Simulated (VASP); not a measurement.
Wanted: the native input for a VASP 6.6.1 run.

| Property | Result |
| --- | --- |
| Task | single point |
| Functional | PBE |
| Potentials or basis | VASP PAW PBE potentials, release 64 (Ti_sv, H) |
| Cutoff | 520 eV |
| k mesh | 9 × 9 × 1 |
| Occupations | gaussian, width 0.1 eV |
| Spin | collinear spin |
| Starting moments | [0.0, 0.0, 0.0, 0.0, 0.0, 1.0] μB |
| Dipole correction | yes |
| Further INCAR settings | ALGO = Normal; EDIFF = 1e-06; NBANDS = 44 |

The structure of Ti5H lies in POSCAR:

```
Ti5H
1.0
    2.9381632084      0.0000000000      0.0000000000
   -1.4690816042      2.5445239789      0.0000000000
    0.0000000000      0.0000000000     26.2117060745
Ti H
5 1
Direct
    0.6666666667      0.3333333333      0.1526035729
    0.3333333333      0.6666666667      0.2413132777
    0.6666666667      0.3333333333      0.3306032017
    0.3333333333      0.6666666667      0.4219530445
    0.6666666667      0.3333333333      0.5040383879
    0.6666666667      0.3333333333      0.5982710942
```

These files were run (other wordings do the same):

INCAR

```
ALGO = Normal
DIPOL = 0.5 0.5 0.375
EDIFF = 1E-6
ENCUT = 520
GGA = PE
IDIPOL = 3
ISIF = 2
ISMEAR = 0
ISPIN = 2
LASPH = T
LCHARG = F
LDIPOL = T
LMAXMIX = 4
LORBIT = 11
LREAL = F
LWAVE = F
MAGMOM = 0 0 0 0 0 1
NBANDS = 44
NELM = 150
PREC = Accurate
SIGMA = 0.1
```

KPOINTS

```
k-points
0
Gamma
  9 9 1
```

Potentials or basis: VASP PAW PBE potentials, release 64 (Ti_sv, H).

Run with:

```sh
$ cat potpaw_PBE.64/Ti_sv/POTCAR potpaw_PBE.64/H/POTCAR > POTCAR
$ mpirun -np 1 vasp_std > vasp.out
```

Results of the run:

The largest force is 1.669 eV/Å. The band gap on the k mesh is zero (filled and empty bands overlap). The net moment is -1.04 μB per cell and the site moments are Ti -0.61, +0.06, -0.07, +0.11, -0.43; H +0.21 μB. The valence electrons inside the program's atomic spheres are Ti 10.20, 10.24, 10.23, 10.28, 10.22; H 0.39.

It took 10 min on 1 thread of Intel(R) Xeon(R) Platinum 8488C (Sapphire Rapids), on a shared host, peak memory 0.49 GiB.
